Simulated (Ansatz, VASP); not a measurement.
**One calculation of Li7ZnCl9, two programs**

```
CELL_PARAMETERS angstrom
6.96971 -0.09255 -0.08723
-0.10808 7.61159 -0.18533
-0.07922 -0.16483 7.00076
ATOMIC_POSITIONS crystal
Li 0.61183 0.10220 0.41125
Li 0.97369 0.19748 0.88565
Li 0.91151 0.42104 0.32063
Li 0.38845 0.58742 0.15356
Li 0.47089 0.93350 0.91361
Li 0.92407 0.68639 0.82499
Li 0.45820 0.40341 0.66649
Cl 0.14967 0.93447 0.81847
Cl 0.87489 0.07498 0.20977
Cl 0.07629 0.48274 0.03259
Cl 0.36984 0.89855 0.29418
Cl 0.12706 0.28458 0.56546
Cl 0.57641 0.64291 0.88039
Cl 0.90923 0.71530 0.48119
Cl 0.55987 0.40249 0.34759
Cl 0.64206 0.14952 0.75358
Zn 0.09061 0.97571 0.45534
```

Alike in both runs: task single point; functional PBE; k mesh 3 × 3 × 3; occupations gaussian, width 0.02 eV; no spin polarisation.

|  | VASP | Ansatz |
| --- | --- | --- |
| version | VASP 6.6.1 | Ansatz 0.2.0 |
| potentials or method | VASP PAW PBE potentials, release 64 (Li_sv, Cl, Zn), cutoff 520 eV | scalar-relativistic, plane waves, PAW |
| valence electrons in the cell | 96 | 96 |

Ansatz gave:

| Quantity | Value |
| --- | --- |
| gap on the k mesh at the Fermi level (eV) | 4.47 |
| least direct gap on the mesh (eV) | 4.47 |
| rms of the force components (eV/Å) | 0.013 |

Which values does VASP return?

gap on the k mesh at the Fermi level (eV): 4.48; least direct gap on the mesh (eV): 4.48; rms of the force components (eV/Å): 0.013.

Atom by atom the forces differ by 0.004 eV/Å (rms over components). The functional is the same, so the differences come from potentials, cutoffs and numerics.

Noted on VASP's run: the cutoff is short for stress, so the pressure is rough.
